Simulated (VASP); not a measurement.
# SiS2 (Ibam) in VASP: a series of runs

SiS2 is run at these levels: PBE; tasks: single point, relaxation of cell and atoms.

Program: VASP 6.6.1. These are calculated values, not measurements. Logs are shortened: lines on timing, memory, paths and dates and some standing lists are left out, and cuts for length are marked.

## Step 1: The cell of the first run

Symmetry: Ibam, No. 72, orthorhombic system. The conventional cell has a = 6.369 Å, b = 11.088 Å, c = 5.593 Å, α = 90.00°, β = 90.00°, γ = 90.00°. Si (site symmetry 222) has 4 S at 2.15 Å and 2 Si at 2.80 Å within 2.8 Å. S (site symmetry m) has 2 Si at 2.15 Å within 2.8 Å.

## Step 2: Single point, PBE

INCAR reads:

```
SYSTEM = SiS2
PREC = Accurate
ENCUT = 500
EDIFF = 1E-6
ISMEAR = 0
SIGMA = 0.01
LREAL = Auto
LASPH = .True.
NELM = 120
ALGO = Normal
ISIF = 2
LWAVE = .False.
LCHARG = .False.
GGA = PE
NBANDS = 158
GGA_COMPAT = .False.
KPAR = 2
NCORE = 2
```

KPOINTS reads:

```
Automatic mesh
0
Gamma
  2 2 2
  0 0 0
```

POSCAR reads:

```
SiS2
1.0
  -12.7386097632      0.0000000000      0.0000000000
   -6.3693048816     11.0875852540      0.0000000000
   -6.3693048816      0.0000000000    -11.1853555564
Si S
16 32
Direct
    0.8125000000      0.5000000000      0.3750000000
    0.9375000000      0.0000000000      0.1250000000
    0.3125000000      0.5000000000      0.3750000000
    0.4375000000      0.0000000000      0.1250000000
    0.0625000000      0.5000000000      0.8750000000
    0.5625000000      0.5000000000      0.8750000000
    0.6875000000      0.0000000000      0.6250000000
    0.1875000000      0.0000000000      0.6250000000
    0.6875000000      0.5000000000      0.6250000000
    0.8125000000      0.0000000000      0.3750000000
    0.1875000000      0.5000000000      0.6250000000
    0.3125000000      0.0000000000      0.3750000000
    0.9375000000      0.5000000000      0.1250000000
    0.4375000000      0.5000000000      0.1250000000
    0.5625000000      0.0000000000      0.8750000000
    0.0625000000      0.0000000000      0.8750000000
    0.3927076103      0.8960283080      0.5000000000
    0.5177076103      0.3960283080      0.2500000000
    0.8927076103      0.8960283080      0.5000000000
    0.0177076103      0.3960283080      0.2500000000
    0.6427076103      0.8960283080      0.0000000000
    0.1427076103      0.8960283080      1.0000000000
    0.2677076103      0.3960283080      0.7500000000
    0.7677076103      0.3960283080      0.7500000000
    0.4822923896      0.6039716920      0.7500000000
    0.6072923896      0.1039716920      0.5000000000
    0.9822923896      0.6039716920      0.7500000000
    0.1072923896      0.1039716920      0.5000000000
    0.7322923896      0.6039716920      0.2500000000
    0.2322923896      0.6039716920      0.2500000000
    0.3572923896      0.1039716920      0.0000000000
    0.8572923896      0.1039716920      0.0000000000
    0.1637359183      0.1039716920      0.7500000000
    0.2887359183      0.6039716920      0.5000000000
    0.6637359183      0.1039716920      0.7500000000
    0.7887359183      0.6039716920      0.5000000000
    0.4137359183      0.1039716920      0.2500000000
    0.9137359183      0.1039716920      0.2500000000
    0.0387359183      0.6039716920      0.0000000000
    0.5387359183      0.6039716920      0.0000000000
    0.7112640816      0.3960283080      0.5000000000
    0.8362640816      0.8960283080      0.2500000000
    0.2112640816      0.3960283080      0.5000000000
    0.3362640816      0.8960283080      0.2500000000
    0.9612640816      0.3960283080      0.0000000000
    0.4612640816      0.3960283080      0.0000000000
    0.5862640816      0.8960283080      0.7500000000
    0.0862640816      0.8960283080      0.7500000000
```

Potentials or basis: VASP PAW PBE potentials, release 64 (Si, S).

Command:

```bash
cat potpaw_PBE.64/Si/POTCAR potpaw_PBE.64/S/POTCAR > POTCAR
mpirun -np 4 vasp_std > vasp.out
```

OUTCAR:

```text
SYSTEM = SiS2
   PREC = Accurate
   ENCUT = 500
   EDIFF = 1E-6
   ISMEAR = 0
   LREAL = Auto
   LASPH = .True.
   NELM = 120
   ISIF = 2
   GGA = PE

 ion  position               nearest neighbor table
   1  0.812  0.500  0.375-  20 2.15  36 2.15  29 2.15  41 2.15   9 2.80  13 2.80
   2  0.938  0.000  0.125-  22 2.15  38 2.15  32 2.15  42 2.15  10 2.80  16 2.80
   3  0.312  0.500  0.375-  18 2.15  34 2.15  30 2.15  43 2.15  11 2.80  14 2.80
   4  0.438  0.000  0.125-  21 2.15  37 2.15  31 2.15  44 2.15  12 2.80  15 2.80
   5  0.062  0.500  0.875-  23 2.15  39 2.15  27 2.15  45 2.15  11 2.80  13 2.80
   6  0.562  0.500  0.875-  24 2.15  40 2.15  25 2.15  46 2.15   9 2.80  14 2.80
[... 8 lines left out ...]
  15  0.562  0.000  0.875-  21 2.15  35 2.15  31 2.15  47 2.15   4 2.80   7 2.80
  16  0.062  0.000  0.875-  22 2.15  33 2.15  32 2.15  48 2.15   2 2.80   8 2.80
  17  0.393  0.896  0.500-   8 2.15  12 2.15
  18  0.518  0.396  0.250-   3 2.15  14 2.15
  19  0.893  0.896  0.500-   7 2.15  10 2.15
  20  0.018  0.396  0.250-   1 2.15  13 2.15
  21  0.643  0.896  0.000-   4 2.15  15 2.15
  22  0.143  0.896  0.000-   2 2.15  16 2.15
[... 24 lines left out ...]
  47  0.586  0.896  0.750-   7 2.15  15 2.15
  48  0.086  0.896  0.750-   8 2.15  16 2.15

  LATTYP: Found a face centered orthorhombic cell.
 ALAT       =    12.7386097632
 B/A-ratio  =     1.7407841923
 C/A-ratio  =     1.7561344235

  Lattice vectors:

 A1 = (   0.0000000000,  11.0875852540, -11.1853555564)
 A2 = (  -6.3693048816,   0.0000000000, -11.1853555564)
 A3 = (  -6.3693048816,  11.0875852540,   0.0000000000)

Analysis of symmetry for initial positions (statically):
=====================================================================
 Subroutine PRICEL returns following result:

  LATTYP: Found a body centered orthorhombic cell.
 ALAT       =     5.5926777782
 B/A-ratio  =     1.1388649828
 C/A-ratio  =     1.9825181592

  Lattice vectors:

 A1 = (  -3.1846524408,   5.5437926270,   2.7963388891)
 A2 = (   3.1846524408,   5.5437926270,  -2.7963388891)
 A3 = (  -3.1846524408,  -5.5437926270,  -2.7963388891)

   8 primitive cells build up your supercell.

 Routine SETGRP: Setting up the symmetry group for a
 face centered orthorhombic supercell.

 Subroutine GETGRP returns: Found  8 space group operations
 (whereof  4 operations were pure point group operations)
 out of a pool of  8 trial point group operations.

The static configuration has the point symmetry C_2h.
 The point group associated with its full space group is D_2h.

Analysis of symmetry for dynamics (positions and initial velocities):
=====================================================================
 Subroutine PRICEL returns following result:

  LATTYP: Found a body centered orthorhombic cell.
 ALAT       =     5.5926777782
 B/A-ratio  =     1.1388649828
 C/A-ratio  =     1.9825181592

  Lattice vectors:

 A1 = (  -3.1846524408,   5.5437926270,   2.7963388891)
 A2 = (   3.1846524408,   5.5437926270,  -2.7963388891)
 A3 = (  -3.1846524408,  -5.5437926270,  -2.7963388891)

   8 primitive cells build up your supercell.

 Routine SETGRP: Setting up the symmetry group for a
 face centered orthorhombic supercell.

 Subroutine GETGRP returns: Found  8 space group operations
 (whereof  4 operations were pure point group operations)
 out of a pool of  8 trial point group operations.

The dynamic configuration has the point symmetry C_2h.
 The point group associated with its full space group is D_2h.

 Subroutine INISYM returns: Found  8 space group operations
 (whereof  4 operations are pure point group operations),
 and found     8 'primitive' translations

----------------------------------------------------------------------------------------

                                     Primitive cell

  volume of cell :     197.4780

  direct lattice vectors                    reciprocal lattice vectors
    -3.184652441  5.543792627  2.796338889    -0.157003004  0.090190964  0.000000000
[... 47 lines left out ...]
   IALGO  =     38    algorithm
   IMIX   =      4    mixing-type and parameters
     AMIX     =   0.40;   BMIX     =  1.00
     AMIX_MAG =   1.60;   BMIX_MAG =  1.00
  volume/ion in A,a.u.               =      32.91       222.11
  Fermi-wavevector in a.u.,A,eV,Ry     =   0.892521  1.686621 10.838321  0.796594
  Thomas-Fermi vector in A             =   2.014481
   LORBIT       =      0    0 simple, 1 ext, 2 COOP (PROOUT), +10 PAW based schemes
   GGA     = PE    functional components
   LHFCALC =     F    Hartree Fock is set to
   AEXX    =    0.0000 exact exchange contribution
   IVDW    =     0    specifies the selected vdW correction
   LEPSILON=     F    determine dielectric tensor
   LRPA    =     F    only Hartree local field effects (RPA)
 non-spin polarized calculation
 Gauss-broadening in eV      SIGMA  =   0.01
  energy-cutoff  :      500.00
  volume of cell :     1579.82
 maximum number of plane-waves:     40188
 NGX is ok and might be reduce to    96
   NGX = 47   NGY = 47   NGZ = 47

 number of electron     255.9999999 magnetization

 Free energy of the ion-electron system (eV)
  ---------------------------------------------------
  ext. energy  EPLUGINS =         0.00000000
  ---------------------------------------------------
  free energy    TOTEN  =      -251.60234744 eV

  energy without entropy =     -251.60234744  energy(sigma->0) =     -251.60234744

 E-fermi :   0.0058     XC(G=0):  -6.8518

 val. band max:       -0.0515117458   @ k =   0.0000   0.5000   0.5000
 cond. band min:       3.0753493514   @ k =   0.0000   0.0000   0.5000
 fundamental gap:      3.1268610972
 Fermi energy:         0.0058329412

 k-point     1 :       0.0000    0.0000    0.0000
  band No.  band energies     occupation
      1     -14.3294      2.00000
      2     -14.2995      2.00000
      3     -14.1013      2.00000
      4     -14.1013      2.00000
      5     -14.1013      2.00000
      6     -14.1013      2.00000
[... 132 lines left out ...]
    139       3.9568      0.00000
    140       4.1329      0.00000

 k-point     2 :       0.5000    0.0000    0.0000
  band No.  band energies     occupation
      1     -14.2655      2.00000
      2     -14.2655      2.00000
      3     -14.2508      2.00000
      4     -14.2508      2.00000
      5     -13.8673      2.00000
      6     -13.8673      2.00000
[... 561 lines left out ...]
    139       4.1996      0.00000
    140       4.1996      0.00000
 [bands above 140 left out]

------------------------ aborting loop because EDIFF is reached ----------------------------------------

  FORCE on cell =-STRESS in cart. coord.  units (eV):
  Direction    XX          YY          ZZ          XY          YZ          ZX
  --------------------------------------------------------------------------------------
  -------------------------------------------------------------------------------------
  Total       -1.7238464     -1.7293772     -2.2370777      0.0000000      0.0000000      0.0000000
  in kB       -1.7482372     -1.7538462     -2.2687302      0.0000000      0.0000000      0.0000000
  external PRESSURE =      -1.9236045 kB  Pullay stress =       0.0000000 kB

 VOLUME and BASIS-vectors are now :
 -----------------------------------------------------------------------------
  energy-cutoff  :      500.00
  volume of cell :     1579.82
      direct lattice vectors                 reciprocal lattice vectors
   -12.738609763  0.000000000  0.000000000    -0.078501502 -0.045095482  0.044701306
    -6.369304882 11.087585254  0.000000000     0.000000000  0.090190964  0.000000000
    -6.369304882  0.000000000-11.185355556     0.000000000  0.000000000 -0.089402612

 POSITION                                       TOTAL-FORCE (eV/Angst)
 -----------------------------------------------------------------------------------
    -15.92326      5.54379     -4.19451        -0.000000      0.000000      0.000000
    -12.73861      0.00000     -1.39817        -0.000000      0.000000     -0.000000
     -9.55396      5.54379     -4.19451        -0.000000      0.000000     -0.000000
     -6.36930      0.00000     -1.39817        -0.000000      0.000000      0.000000
     -9.55396      5.54379     -9.78719        -0.000000      0.000000      0.000000
    -15.92326      5.54379     -9.78719        -0.000000      0.000000     -0.000000
[... 40 lines left out ...]
    -17.95225      9.93479     -8.38902        -0.034806      0.035151      0.000000
    -11.58294      9.93479     -8.38902        -0.034806      0.035151     -0.000000
 -----------------------------------------------------------------------------------
    total drift:                               -0.000012      0.000000      0.000000

  FREE ENERGIE OF THE ION-ELECTRON SYSTEM (eV)
  ---------------------------------------------------
  free  energy   TOTEN  =      -251.6023474373 eV

  energy  without entropy=     -251.6023474373  energy(sigma->0) =     -251.60234744
```

Wall time 35 min (4 MPI ranks of AMD EPYC 7R43 (Zen 3), shared host); peak memory 1 GiB.

What came out:

* Free energy: -251.6023 eV
* Pressure: -0.2 GPa
* Largest force: 0.049 eV/Å
* Band gap on the k mesh: 3.13 eV

Forces in eV/Å, atoms in the order of the input:
```
Si   0.000  0.000  0.000
Si   0.000  0.000  0.000
Si   0.000  0.000  0.000
Si   0.000  0.000  0.000
Si   0.000  0.000  0.000
Si   0.000  0.000  0.000
Si   0.000  0.000  0.000
Si   0.000  0.000  0.000
Si   0.000  0.000  0.000
Si   0.000  0.000  0.000
Si   0.000  0.000  0.000
Si   0.000  0.000  0.000
Si   0.000  0.000  0.000
Si   0.000  0.000  0.000
Si   0.000  0.000  0.000
Si   0.000  0.000  0.000
S    0.035  0.035  0.000
S    0.035  0.035  0.000
S    0.035  0.035  0.000
S    0.035  0.035  0.000
S    0.035  0.035  0.000
S    0.035  0.035  0.000
S    0.035  0.035  0.000
S    0.035  0.035  0.000
S   -0.035 -0.035  0.000
S   -0.035 -0.035  0.000
S   -0.035 -0.035  0.000
S   -0.035 -0.035  0.000
S   -0.035 -0.035  0.000
S   -0.035 -0.035  0.000
S   -0.035 -0.035  0.000
S   -0.035 -0.035  0.000
S    0.035 -0.035  0.000
S    0.035 -0.035  0.000
S    0.035 -0.035  0.000
S    0.035 -0.035  0.000
S    0.035 -0.035  0.000
S    0.035 -0.035  0.000
S    0.035 -0.035  0.000
S    0.035 -0.035  0.000
S   -0.035  0.035  0.000
S   -0.035  0.035  0.000
S   -0.035  0.035  0.000
S   -0.035  0.035  0.000
S   -0.035  0.035  0.000
S   -0.035  0.035  0.000
S   -0.035  0.035  0.000
S   -0.035  0.035  0.000
```

Caveat: this functional lacks dispersion, which binds layers or chains, so the pressure and a relaxed spacing across them are unreliable. A k mesh can miss the band edges.

(Part 1 of 2 ends here.)
